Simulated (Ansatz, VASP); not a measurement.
## Ti5Re3: VASP beside Ansatz

INCAR

```
SYSTEM = Ti5Re3
ALGO = Normal
EDIFF = 1E-7
EDIFFG = -0.04
ENCUT = 600
GGA = PE
IBRION = 2
ISIF = 3
ISMEAR = 0
LASPH = .True.
LCHARG = .False.
LREAL = .False.
LWAVE = .False.
NELM = 100
NSW = 90
PREC = Accurate
SIGMA = 0.1
```

The input KPOINTS:

```
k-points
0
Gamma
  4 4 4
  0 0 0
```

The input POSCAR:

```
Ti5Re3
1.0
   -3.0892369500      3.0892369500      3.0892369500
    3.0892369500     -3.0892369500      3.0892369500
    3.0892369500      3.0892369500     -3.0892369500
Ti Re
5 3
Direct
    0.0000000000      0.0000000000      0.0000000000
    0.0000000000      0.0000000000      0.5000000000
    0.0000000000      0.5000000000      0.0000000000
    0.5000000000      0.0000000000      0.0000000000
    0.5000000000      0.5000000000      0.5000000000
    0.0000000000      0.5000000000      0.5000000000
    0.5000000000      0.5000000000      0.0000000000
    0.5000000000      0.0000000000      0.5000000000
```

Input for Ansatz:

```yaml
crystal:
  lattice:
    - [-3.08923695, 3.08923695, 3.08923695]
    - [3.08923695, -3.08923695, 3.08923695]
    - [3.08923695, 3.08923695, -3.08923695]
  atoms:
    - { symbol: Ti, position: [0.0, 0.0, 0.0] }
    - { symbol: Ti, position: [0.0, 0.0, 0.5] }
    - { symbol: Ti, position: [0.0, 0.5, 0.0] }
    - { symbol: Ti, position: [0.5, 0.0, 0.0] }
    - { symbol: Ti, position: [0.5, 0.5, 0.5] }
    - { symbol: Re, position: [0.0, 0.5, 0.5] }
    - { symbol: Re, position: [0.5, 0.5, 0.0] }
    - { symbol: Re, position: [0.5, 0.0, 0.5] }
basis:
  ecutwfc: 420
kpoints:
  mp_grid: { grid: [4, 4, 4] }
hamiltonian:
  xc: pbe
scf:
  occupations: { method: gaussian, width: 0.1 }
  lower_state_search: "off"
output:
  forces: true
  stress: true
  eigenvalues: true
relax:
  adjacent_minimum: "off"
  f_tol: 0.04
  max_steps: 70
  cell: { stress_tol: 0.4 }
```

Change from the starting cell: species swapped into the Fe5Co3 type (Im-3m, No. 229).

Alike in both runs: task relaxation of cell and atoms; functional PBE; k mesh 4 × 4 × 4; occupations gaussian, width 0.1 eV; no spin polarisation.

|  | VASP | Ansatz |
| --- | --- | --- |
| version | VASP 6.6.1 | Ansatz 0.2.0 |
| potentials or method | VASP PAW PBE potentials, release 64 (Ti_sv, Re), cutoff 600 eV | scalar-relativistic, plane waves, PAW |
| valence electrons in the cell | 81 | 105 |

```csv
,VASP,Ansatz,Ansatz less VASP
"gap on the k mesh at the Fermi level, each at its own relaxed structure (eV)",none,none,-
relaxed volume (Å³/atom),15.49,15.49,+0.003
relaxed cell length with the largest relative difference (Å),5.439,5.440,+0.0003
```

A gap of «none» marks a metal or a gap that the smearing closes. VASP's potentials hold 81 valence electrons a cell and Ansatz's 105, so a difference there can come from the potentials and not from the codes.

Spin-orbit coupling is off throughout.
